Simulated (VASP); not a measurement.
Runs of VASP 6.6.1 on AlRu. The structure is that of space group Pm-3m (No. 221), or close to it. The cells are those of the table. 

```csv
cell,further INCAR settings,gap on the mesh (eV),pressure (GPa)
"a = 3.149, b = 2.992, c = 2.992 Å, 2 atoms",ALGO = Fast; EDIFF = 1e-07; NBANDS = 16,none,(b)
"a = 3.081, b = 2.992, c = 2.992 Å, 2 atoms",ALGO = Fast; EDIFF = 1e-06; NBANDS = 16,none,-8.9
"a = 3.126, b = 2.992, c = 2.992 Å, 2 atoms",ALGO = Fast; EDIFF = 1e-06; NBANDS = 16,none,(a)
"a = 2.857, b = 2.992, c = 2.992 Å, 2 atoms",ALGO = Fast; EDIFF = 1e-06; NBANDS = 16,none,7.5
"a = 2.947, b = 2.992, c = 2.992 Å, 2 atoms",ALGO = Fast; EDIFF = 1e-06; NBANDS = 16,none,0.0
```

Alike in all rows: task single point; level PBEsol; potentials or basis VASP PAW PBE potentials, release 64 (Al, Ru_pv); no spin polarisation; k mesh 16 × 16 × 16; cutoff (eV) 520; smearing gaussian 0.15 eV.

**Question.** Fill in the values left out.

**Answer.** (a) -11.3; (b) -12.3.

Caveats: the PAW data sets were made with another functional, which shifts forces and pressure a little; the stress differs along the axes, from -17 to -10 GPa (at least some runs); the cell stands under tension (at least some runs); the stress differs along the axes, from -15 to -9 GPa (at least some runs); the stress differs along the axes, from 4 to 14 GPa (at least some runs).

A k mesh can miss the band edges, and the runs leave out spin-orbit coupling on Ru.

A gap of «none» marks levels without a gap at the run's occupations.
